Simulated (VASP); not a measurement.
# Se (Im-3m) in VASP: notebook

The runs below take Se through single point, with PBE.

Everything below comes from runs of VASP 6.6.1. Logs are shortened: lines on timing, memory, paths and dates and some standing lists are left out, and cuts for length are marked.

## 1. The cell of the first run

The structure is cubic, space group Im-3m (No. 229). Conventional cell: a = 3.407 Å, b = 3.407 Å, c = 3.407 Å, α = 90.00°, β = 90.00°, γ = 90.00°. Se (site symmetry m-3m) has 14 Se at 2.95 to 3.41 Å within 3.9 Å.

## 2. Single point, PBE

Input file INCAR:

```
SYSTEM = Se
PREC     = Accurate       ! precision mode
ENCUT    = 520            ! plane-wave cutoff, eV
EDIFF    = 1E-6           ! SCF threshold, eV
ISMEAR   = 1              ! smearing method
SIGMA    = 0.028          ! smearing width, eV
LREAL    = .False.        ! projectors in reciprocal space
LASPH    = .True.         ! aspherical terms in the spheres
NELM     = 80             ! most SCF steps
ALGO     = Normal         ! electronic algorithm
ISIF     = 2              ! what is computed and relaxed
LWAVE    = .False.        ! write WAVECAR
LCHARG   = .False.        ! write CHGCAR
GGA      = PE             ! functional
NBANDS   = 9              ! bands
```

Input file KPOINTS:

```
regular mesh
0
Gamma
  10 10 10
  0 0 0
```

Input file POSCAR:

```
Se
1.0
   -1.7034486149      1.7034486149      1.7034486149
    1.7034486149     -1.7034486149      1.7034486149
    1.7034486149      1.7034486149     -1.7034486149
Se
1
Direct
    0.0000000000      0.0000000000      0.0000000000
```

Potentials or basis: VASP PAW PBE potentials, release 64 (Se).

Run with:

```console
$ cat potpaw_PBE.64/Se/POTCAR > POTCAR
$ mpirun -np 1 vasp_std > vasp.out
```

OUTCAR:

```text
SYSTEM = Se
   PREC = Accurate
   ENCUT = 520
   EDIFF = 1E-6
   ISMEAR = 1
   LREAL = .False.
   LASPH = .True.
   NELM = 80
   ISIF = 2
   GGA = PE

 ion  position               nearest neighbor table
   1  0.000  0.000  0.000-

  LATTYP: Found a body centered cubic cell.
 ALAT       =     3.4068972298

  Lattice vectors:

 A1 = (  -1.7034486149,   1.7034486149,   1.7034486149)
 A2 = (   1.7034486149,  -1.7034486149,   1.7034486149)
 A3 = (   1.7034486149,   1.7034486149,  -1.7034486149)

Analysis of symmetry for initial positions (statically):
=====================================================================
 Subroutine PRICEL returns:
 Original cell was already a primitive cell.

 Routine SETGRP: Setting up the symmetry group for a
 body centered cubic supercell.

 Subroutine GETGRP returns: Found 48 space group operations
 (whereof 48 operations were pure point group operations)
 out of a pool of 48 trial point group operations.

The static configuration has the point symmetry O_h .

Analysis of symmetry for dynamics (positions and initial velocities):
=====================================================================
 Subroutine PRICEL returns:
 Original cell was already a primitive cell.

 Routine SETGRP: Setting up the symmetry group for a
 body centered cubic supercell.

 Subroutine GETGRP returns: Found 48 space group operations
 (whereof 48 operations were pure point group operations)
 out of a pool of 48 trial point group operations.

The dynamic configuration has the point symmetry O_h .

 Subroutine INISYM returns: Found 48 space group operations
 (whereof 48 operations are pure point group operations),
 and found     1 'primitive' translations

----------------------------------------------------------------------------------------

                                     Primitive cell

  volume of cell :      19.7718

  direct lattice vectors                    reciprocal lattice vectors
    -1.703448615  1.703448615  1.703448615     0.000000000  0.293522209  0.293522209
     1.703448615 -1.703448615  1.703448615     0.293522209  0.000000000  0.293522209
     1.703448615  1.703448615 -1.703448615     0.293522209  0.293522209  0.000000000

  length of vectors
     2.950459549  2.950459549  2.950459549     0.415103089  0.415103089  0.415103089

  position of ions in fractional coordinates (direct lattice)
     0.000000000  0.000000000  0.000000000

  ion indices of the primitive-cell ions
[... 78 lines left out ...]
   IBRION =     -1    ionic relax: 0-MD 1-quasi-New 2-CG
   NFREE  =      0    steps in history (QN), initial steepest desc. (CG)
   ISIF   =      2    stress and relaxation
   ISYM   =      2    0-nonsym 1-usesym 2-fastsym
   POTIM  = 0.5000    time-step for ionic-motion
   TEBEG  =    0.0;   TEEND  =   0.0 temperature during run
   PSTRESS=    0.0 pullay stress
   NELECT =       6.0000    total number of electrons
   NUPDOWN=      -1.0000    fix difference up-down
   EMIN   =  10.00;   EMAX   =-10.00  energy-range for DOS
   EFERMI =   0.00;   METHOD = LEGACY
   ISMEAR =     1;   SIGMA  =   0.03  broadening in eV -4-tet -1-fermi 0-gaus
   EFERMI_NEDOS =   21; number of points for ismear=-14 and -15
   IALGO  =     38    algorithm
   IMIX   =      4    mixing-type and parameters
     AMIX     =   0.40;   BMIX     =  1.00
     AMIX_MAG =   1.60;   BMIX_MAG =  1.00
  volume/ion in A,a.u.               =      19.77       133.43
  Fermi-wavevector in a.u.,A,eV,Ry     =   1.100127  2.078939 16.466855  1.210280
  Thomas-Fermi vector in A             =   2.236533
   LORBIT       =      0    0 simple, 1 ext, 2 COOP (PROOUT), +10 PAW based schemes
   GGA     = PE    functional components
   LHFCALC =     F    Hartree Fock is set to
   AEXX    =    0.0000 exact exchange contribution
   IVDW    =     0    specifies the selected vdW correction
   LEPSILON=     F    determine dielectric tensor
   LRPA    =     F    only Hartree local field effects (RPA)
 non-spin polarized calculation
 Methfessel and Paxton  Order N= 1 SIGMA  =   0.03
  energy-cutoff  :      520.00
  volume of cell :       19.77
 maximum number of plane-waves:       555
 NGX is ok and might be reduce to    24
   NGX = 11   NGY = 11   NGZ = 11

 number of electron       6.0000000 magnetization

 Free energy of the ion-electron system (eV)
  ---------------------------------------------------
  ext. energy  EPLUGINS =         0.00000000
  ---------------------------------------------------
  free energy    TOTEN  =        -2.88055928 eV

  energy without entropy =       -2.88066034  energy(sigma->0) =       -2.88059297

 E-fermi :   5.6972     XC(G=0): -10.7262

 val. band max:        5.6916072252   @ k =  -0.2000   0.3000   0.1000
 cond. band min:       5.7363559879   @ k =  -0.3000   0.3000   0.2000
 fundamental gap:      0.0447487627
 Fermi energy:         5.6971926987

 k-point     1 :       0.0000    0.0000    0.0000
  band No.  band energies     occupation
      1     -10.5235      2.00000
      2       8.9501      0.00000
      3       8.9501      0.00000
      4       8.9501      0.00000
      5      17.3531      0.00000
      6      18.3080      0.00000
      7      18.3080      0.00000
      8      18.3080      0.00000
      9      21.3678      0.00000
[... 265 lines left out ...]
 k-point    24 :      -0.3000    0.3000    0.1000
  band No.  band energies     occupation
      1      -8.4830      2.00000
      2       2.4336      2.00000
      3       6.1932     -0.00000
      4       7.4813      0.00000
      5      14.5589      0.00000
      6      16.0428      0.00000
      7      17.8825      0.00000
      8      23.3060      0.00000
      9      24.1005      0.00000

 [... further k-points ...]

------------------------ aborting loop because EDIFF is reached ----------------------------------------

  FORCE on cell =-STRESS in cart. coord.  units (eV):
  Direction    XX          YY          ZZ          XY          YZ          ZX
  --------------------------------------------------------------------------------------
  -------------------------------------------------------------------------------------
  Total        0.2296432      0.2296432      0.2296432     -0.0000000      0.0000000     -0.0000000
  in kB       18.6087443     18.6087443     18.6087443     -0.0000000      0.0000000     -0.0000000
  external PRESSURE =      18.6087443 kB  Pullay stress =       0.0000000 kB

 VOLUME and BASIS-vectors are now :
 -----------------------------------------------------------------------------
  energy-cutoff  :      520.00
  volume of cell :       19.77
      direct lattice vectors                 reciprocal lattice vectors
    -1.703448615  1.703448615  1.703448615     0.000000000  0.293522209  0.293522209
     1.703448615 -1.703448615  1.703448615     0.293522209  0.000000000  0.293522209
     1.703448615  1.703448615 -1.703448615     0.293522209  0.293522209  0.000000000

 POSITION                                       TOTAL-FORCE (eV/Angst)
 -----------------------------------------------------------------------------------
      0.00000      0.00000      0.00000        -0.000000      0.000000      0.000000
 -----------------------------------------------------------------------------------
    total drift:                                0.000000     -0.000000     -0.000000

  FREE ENERGIE OF THE ION-ELECTRON SYSTEM (eV)
  ---------------------------------------------------
  free  energy   TOTEN  =        -2.8805592840 eV

  energy  without entropy=       -2.8806603375  energy(sigma->0) =       -2.88059297
```

It took 4.5 s on 1 thread of Intel Xeon Platinum 8375C at 2.90GHz (Ice Lake), shared host; peak memory 0.14 GiB.

Results:

```
Free energy            : -2.8806 eV
Pressure               : 1.9 GPa
Band gap on the k mesh : zero (band 3 reaches 8.95 eV, above the bottom of band 4 at 2.52 eV)
```

## 3. Single point, PBE

Input file INCAR:

```
PREC = Accurate
ENCUT = 520
EDIFF = 1E-7
ISMEAR = 1
SIGMA = 0.27211386245988
LREAL = False
LASPH = True
NELM = 80
ALGO = Normal
ISIF = 2
LWAVE = False
LCHARG = False
GGA = PE
NBANDS = 9
```

Input file KPOINTS:

```
regular mesh
0
Gamma
  10 10 10
```

POSCAR is that of step 2.

Potentials or basis: VASP PAW PBE potentials, release 64 (Se).

Run with:

```console
$ cat potpaw_PBE.64/Se/POTCAR > POTCAR
$ mpirun -np 1 vasp_std > vasp.out
```

It took 4.5 s on 1 thread of Intel Xeon Platinum 8375C at 2.90GHz (Ice Lake), shared host; peak memory 0.13 GiB.

Results (log left out):

```yaml
Free_energy: -2.8848 eV
Pressure: 2.2 GPa
Band_gap_on_the_k_mesh: zero (band 3 reaches 8.95 eV, above the bottom of band 4 at 2.52 eV)
```

Levels at points of the mesh, in eV from the Fermi level:
```
           k point  band 1  band 2  band 3  band 4  band 5  band 6  band 7
(0.00, 0.00, 0.00)  -16.27    3.20    3.20    3.20   11.60   12.56   12.56
(0.50, 0.00, 0.00)  -12.69   -6.76    0.14    2.31    7.04    8.41   17.64
(0.50, 0.50, 0.50)  -10.20   -3.23   -3.23   -3.23    4.07    4.07   22.99
```

## 4. Single point, PBE

Input file INCAR:

```
PREC = Accurate ; ENCUT = 520
EDIFF = 1E-6 ; ISMEAR = 0
SIGMA = 0.1 ; LREAL = False
LASPH = True ; NELM = 100
ALGO = Normal ; ISIF = 2
LWAVE = False ; LCHARG = True
GGA = PE ; LELF = True
LVHAR = True ; NELECT = 6.5
NBANDS = 9
```

Input file KPOINTS:

```
Automatic mesh
0
Gamma
  10 10 10
```

Changes to POSCAR since step 3:

```diff
@@ -8,2 +8,2 @@
 Direct
-    0.0000000000      0.0000000000      0.0000000000
+    0.1400000000      0.1770000000      0.1300000000
```

Potentials or basis: VASP PAW PBE potentials, release 64 (Se).

Run with:

```console
$ cat potpaw_PBE.64/Se/POTCAR > POTCAR
$ mpirun -np 1 vasp_std > vasp.out
```

OUTCAR:

```text
PREC = Accurate
   ENCUT = 520
   EDIFF = 1E-6
   ISMEAR = 0
   LREAL = False
   LASPH = True
   NELM = 100
   ISIF = 2
   GGA = PE
   NELECT = 6.5

 ion  position               nearest neighbor table
   1  0.140  0.177  0.130-

  LATTYP: Found a body centered cubic cell.
 ALAT       =     3.4068972298

  Lattice vectors:

 A1 = (  -1.7034486149,   1.7034486149,   1.7034486149)
 A2 = (   1.7034486149,  -1.7034486149,   1.7034486149)
 A3 = (   1.7034486149,   1.7034486149,  -1.7034486149)

Analysis of symmetry for initial positions (statically):
=====================================================================
 Subroutine PRICEL returns:
 Original cell was already a primitive cell.

 Routine SETGRP: Setting up the symmetry group for a
 body centered cubic supercell.

 Subroutine GETGRP returns: Found 48 space group operations
 (whereof  1 operations were pure point group operations)
 out of a pool of 48 trial point group operations.

The static configuration has the point symmetry C_1 .
 The point group associated with its full space group is O_h .

Analysis of symmetry for dynamics (positions and initial velocities):
=====================================================================
 Subroutine PRICEL returns:
 Original cell was already a primitive cell.

 Routine SETGRP: Setting up the symmetry group for a
 body centered cubic supercell.

 Subroutine GETGRP returns: Found 48 space group operations
 (whereof  1 operations were pure point group operations)
 out of a pool of 48 trial point group operations.

The dynamic configuration has the point symmetry C_1 .
 The point group associated with its full space group is O_h .

 Subroutine INISYM returns: Found 48 space group operations
 (whereof  1 operations are pure point group operations),
 and found     1 'primitive' translations

----------------------------------------------------------------------------------------
[... 114 lines left out ...]
  Thomas-Fermi vector in A             =   2.266569
   LORBIT       =      0    0 simple, 1 ext, 2 COOP (PROOUT), +10 PAW based schemes
   GGA     = PE    functional components
   LHFCALC =     F    Hartree Fock is set to
   AEXX    =    0.0000 exact exchange contribution
   IVDW    =     0    specifies the selected vdW correction
   LEPSILON=     F    determine dielectric tensor
   LRPA    =     F    only Hartree local field effects (RPA)
 non-spin polarized calculation
 Gauss-broadening in eV      SIGMA  =   0.10
  energy-cutoff  :      520.00
  volume of cell :       19.77
 maximum number of plane-waves:       555
 NGX is ok and might be reduce to    24
   NGX = 11   NGY = 11   NGZ = 11

 number of electron       6.5000000 magnetization

 Free energy of the ion-electron system (eV)
  ---------------------------------------------------
  ext. energy  EPLUGINS =         0.00000000
  ---------------------------------------------------
  free energy    TOTEN  =         0.15755826 eV

  energy without entropy =        0.16125297  energy(sigma->0) =        0.15940562

 E-fermi :   6.6181     XC(G=0): -11.0092

 val. band max:        6.5643151533   @ k =   0.2000   0.1000   0.0000
 cond. band min:       6.6303844244   @ k =   0.2000   0.1000   0.1000
 fundamental gap:      0.0660692711
 Fermi energy:         6.6180868984

 k-point     1 :       0.0000    0.0000    0.0000
  band No.  band energies     occupation
      1     -10.5870      2.00000
      2       9.0211      0.00000
      3       9.0211      0.00000
      4       9.0211      0.00000
      5      17.1790      0.00000
      6      18.1422      0.00000
      7      18.1422      0.00000
      8      18.1422      0.00000
      9      21.0671      0.00000
[... 265 lines left out ...]
 k-point    24 :      -0.3000    0.3000    0.1000
  band No.  band energies     occupation
      1      -8.5059      2.00000
      2       2.3433      2.00000
      3       6.1796      2.00000
      4       7.4720      0.00000
      5      14.2823      0.00000
      6      15.8136      0.00000
      7      17.5957      0.00000
      8      23.1764      0.00000
      9      23.9903      0.00000

 [... further k-points ...]

------------------------ aborting loop because EDIFF is reached ----------------------------------------

  FORCE on cell =-STRESS in cart. coord.  units (eV):
  Direction    XX          YY          ZZ          XY          YZ          ZX
  --------------------------------------------------------------------------------------
  -------------------------------------------------------------------------------------
  Total        6.7641183      6.7641183      6.7641183      0.0000000     -0.0000000      0.0000000
  in kB      548.1187658    548.1187658    548.1187658      0.0000000     -0.0000000      0.0000000
  external PRESSURE =     548.1187658 kB  Pullay stress =       0.0000000 kB

 VOLUME and BASIS-vectors are now :
 -----------------------------------------------------------------------------
  energy-cutoff  :      520.00
  volume of cell :       19.77
      direct lattice vectors                 reciprocal lattice vectors
    -1.703448615  1.703448615  1.703448615     0.000000000  0.293522209  0.293522209
     1.703448615 -1.703448615  1.703448615     0.293522209  0.000000000  0.293522209
     1.703448615  1.703448615 -1.703448615     0.293522209  0.293522209  0.000000000

 POSITION                                       TOTAL-FORCE (eV/Angst)
 -----------------------------------------------------------------------------------
      0.28448      0.15842      0.31854         0.000000     -0.000000      0.000000
 -----------------------------------------------------------------------------------
    total drift:                                0.000000     -0.000000     -0.000000

  FREE ENERGIE OF THE ION-ELECTRON SYSTEM (eV)
  ---------------------------------------------------
  free  energy   TOTEN  =         0.1575582640 eV

  energy  without entropy=        0.1612529666  energy(sigma->0) =        0.15940562
```

OSZICAR:

```text
N       E                     dE             d eps       ncg     rms          rms(c)
DAV:   1     0.162951676391E+02    0.16295E+02   -0.28897E+03   854   0.586E+02
DAV:   2     0.498316865904E+00   -0.15797E+02   -0.15491E+02  1149   0.851E+01
DAV:   3     0.201399064113E+00   -0.29692E+00   -0.29669E+00   986   0.126E+01
DAV:   4     0.200964708434E+00   -0.43436E-03   -0.43434E-03  1186   0.574E-01
DAV:   5     0.200964409968E+00   -0.29847E-06   -0.29862E-06  1032   0.112E-02    0.380E+00
DAV:   6     0.157652330145E+00   -0.43312E-01   -0.12559E-01   929   0.166E+00    0.233E+00
DAV:   7     0.157793424907E+00    0.14109E-03   -0.34862E-03  1005   0.408E-01    0.712E-01
DAV:   8     0.157561531070E+00   -0.23189E-03   -0.22892E-04  1039   0.119E-01    0.391E-02
DAV:   9     0.157560115485E+00   -0.14156E-05   -0.29313E-05  1012   0.290E-02    0.100E-02
DAV:  10     0.157557963211E+00   -0.21523E-05   -0.35772E-06  1145   0.122E-02    0.476E-03
DAV:  11     0.157558264009E+00    0.30080E-06   -0.99274E-07   544   0.515E-03
   1 F= 0.15755826E+00 E0= 0.15940562E+00  d E =-.369470E-02
```

Wall time 5.7 s (1 thread of Intel Xeon Platinum 8375C at 2.90GHz (Ice Lake), shared host); peak memory 0.14 GiB.

What came out:

```
Free energy : 0.1576 eV
```

Caveat: the cell carries a net charge on a neutralising background, which shifts energy and pressure; the cell is charged against a uniform background, so pressure and absolute levels hang on convention.

(Continued in part 2 of 2.)
